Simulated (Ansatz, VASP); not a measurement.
# Two plane-wave programs on Hg

```xyz
3
Lattice="5.2208 0.0000 0.0000 -2.6104 4.5214 0.0000 0.0000 0.0000 3.0791" Properties=species:S:1:pos:R:3 pbc="T T T"
Hg    0.0000    0.0000    0.0000
Hg    0.0000    3.0142    1.5395
Hg    2.6104    1.5071    1.5395
```

Alike in both runs: functional PBEsol; k mesh 9 × 9 × 12; occupations gaussian, width 0.1 eV; no spin polarisation.

Ansatz relaxed the structure, and its values are those at the end. VASP's run is a single point on that final structure, the one shown.

|  | VASP | Ansatz |
| --- | --- | --- |
| version | VASP 6.6.1 | Ansatz 0.2.0 |
| potentials or method | VASP PAW PBE potentials, release 64 (Hg), cutoff 520 eV | scalar-relativistic, plane waves, PAW |
| valence electrons in the cell | 36 | 60 |

|  | VASP | Ansatz | Ansatz less VASP |
| --- | --- | --- | --- |
| gap on the k mesh at the Fermi level (eV) | none | none | - |
| pressure (GPa) | 0.3 | 0.0 | -0.31 |

VASP's potentials were made for PBE, not for PBEsol. A gap of «none» marks a metal or a gap that the smearing closes. VASP's potentials hold 36 valence electrons a cell and Ansatz's 60, so a difference there can come from the potentials and not from the codes.

Spin-orbit coupling is off throughout.
